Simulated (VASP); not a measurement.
NaZr4, 5 atoms in the cell. The structure is cubic, space group Pm-3m (No. 221). The conventional cell has a = 5.003 Å, b = 5.003 Å, c = 5.003 Å, α = 90.00°, β = 90.00°, γ = 90.00°. Within 3.3 Å of Na (site symmetry m-3m) lie 6 Zr at 2.50 Å. Within 3.3 Å of Zr (site symmetry 4/mmm) lie 2 Na at 2.50 Å. Within 4.6 Å of Zr (site symmetry m-3m) lie 12 Zr at 3.54 Å and 8 Na at 4.33 Å. The cell was built from a structure type or drawn by symmetry, and may not be a known phase.

| Property | Result |
| --- | --- |
| Program | VASP 6.6.1 |
| Task | single point |
| Functional | PBE |
| Potentials or basis | VASP PAW PBE potentials, release 64 (Na_pv, Zr_sv) |
| Cutoff | 520 eV |
| k mesh | 8 × 8 × 8 |
| Occupations | gaussian, width 0.1 eV |
| Spin | no spin polarisation |
| Dipole correction | no |
| Further INCAR settings | ALGO = Fast; EDIFF = 1e-06; NBANDS = 36 |

Potentials or basis: VASP PAW PBE potentials, release 64 (Na_pv, Zr_sv).

Launch:

```sh
$ cat potpaw_PBE.64/Na_pv/POTCAR potpaw_PBE.64/Zr_sv/POTCAR > POTCAR
$ mpirun -np 1 vasp_std > vasp.out
```

Hardware: 1 thread of Intel(R) Xeon(R) 6975P-C (Granite Rapids) (shared host).

Estimate the wall time of this run.

Wall time 8 min on 1 thread of Intel(R) Xeon(R) 6975P-C (Granite Rapids), with other jobs on the host, peak memory 0.31 GiB. Counts: scf iterations 35, k points 35.
